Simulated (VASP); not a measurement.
A run of VASP 6.6.1 is set up as follows.

The input INCAR:

```
SYSTEM = C
PREC = Accurate ; ENCUT = 520
EDIFF = 1E-7 ; ISMEAR = 0
SIGMA = 0.05 ; LREAL = .False.
LASPH = .True. ; NELM = 100
ALGO = Normal ; ISIF = 2
LWAVE = .False. ; LCHARG = .False.
GGA = CA ; NBANDS = 26
```

File KPOINTS:

```
Automatic mesh
0
Gamma
  12 12 4
  0 0 0
```

File POSCAR:

```
C
1.0
    2.5477576841      0.0000000000      0.0000000000
   -1.2738788420      2.2064228771      0.0000000000
    0.0000000000      0.0000000000      7.8306598603
C
8
Direct
    0.0000000000      0.0000000000      0.0958582779
    0.0000000000      0.0000000000      0.5958582779
    0.0000000000      0.0000000000      0.4041417221
    0.0000000000      0.0000000000      0.9041417221
    0.3333333333      0.6666666667      0.1532727096
    0.6666666667      0.3333333333      0.6532727096
    0.3333333333      0.6666666667      0.3467272904
    0.6666666667      0.3333333333      0.8467272904
```

Potentials or basis: VASP PAW LDA potentials, release 64 (C).

Command:

```bash
$ cat potpaw_LDA.64/C/POTCAR > POTCAR
$ mpirun -np 1 vasp_std > vasp.out
```

Question: Predict the band gap on the k mesh.

Answer: 3.23 eV, indirect (least direct gap 4.49 eV).

Question: What does it give for the largest force?

Answer: 1.541 eV/Å.

Question: Predict the pressure.

Answer: 4.2 GPa.

Forces on the atoms (eV/Å):
```
C    0.000  0.000 -1.541
C    0.000  0.000 -1.541
C    0.000  0.000  1.541
C    0.000  0.000  1.541
C    0.000  0.000  0.899
C    0.000  0.000  0.899
C    0.000  0.000 -0.899
C    0.000  0.000 -0.899
```

Caveat: the cell differs from its parent crystal (mode 21 frozen in at +0.024 Å, strain +e along z and -e/2 along x and y -0.0467); forces of over 1 eV/Å act on the atoms, so gaps and moduli don't describe the material at rest. A k mesh can miss the band edges.
